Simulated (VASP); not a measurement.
Write the native input for VASP 6.6.1 that does the following.

* Task: single point
* Functional: PBEsol
* Potentials or basis: VASP PAW PBE potentials, release 64 (Cs_sv)
* Cutoff: 500 eV
* k mesh: 5 × 5 × 5
* Occupations: fermi-dirac, width 0.05 eV
* Spin: no spin polarisation
* Dipole correction: no
* Further INCAR settings: ALGO = Normal; EDIFF = 1e-06; NBANDS = 10

The structure of Cs lies in POSCAR:

```
Cs
1.0
   -1.7769110883      1.7769110883      1.7769110883
    1.7769110883     -1.7769110883      1.7769110883
    1.7769110883      1.7769110883     -1.7769110883
Cs
1
Direct
    0.0000000000      0.0000000000      0.0000000000
```

The input as run:

INCAR

```
SYSTEM = Cs
  ALGO = Normal
  EDIFF = 1E-6
  ENCUT = 500
  GGA = PS
  GGA_COMPAT = .FALSE.
  ISIF = 2
  ISMEAR = -1
  LASPH = .TRUE.
  LCHARG = .TRUE.
  LELF = .TRUE.
  LREAL = .FALSE.
  LVHAR = .TRUE.
  LWAVE = .FALSE.
  NBANDS = 10
  NELM = 120
  PREC = Accurate
  SIGMA = 0.05
```

KPOINTS

```
k-points
0
G
  5 5 5
  0 0 0
```

Potentials or basis: VASP PAW PBE potentials, release 64 (Cs_sv).

The run is started by

```console
$ cat potpaw_PBE.64/Cs_sv/POTCAR > POTCAR
$ mpirun -np 1 vasp_std > vasp.out
```

It gave:

The pressure is 48.4 GPa. The band gap on the k mesh is zero (an odd number of electrons rules out a gap without spin polarisation).

Caveat: the k points lie up to 0.50 Å⁻¹ apart, too coarse for converged energies and pressures of a metal; the PAW data sets were made with another functional, which shifts forces and pressure a little; spin-orbit coupling is left out, which moves the levels of the heavy elements.

Run time: 3 s on 1 thread of Intel(R) Xeon(R) 6975P-C (Granite Rapids) (shared host), peak memory 0.13 GiB.
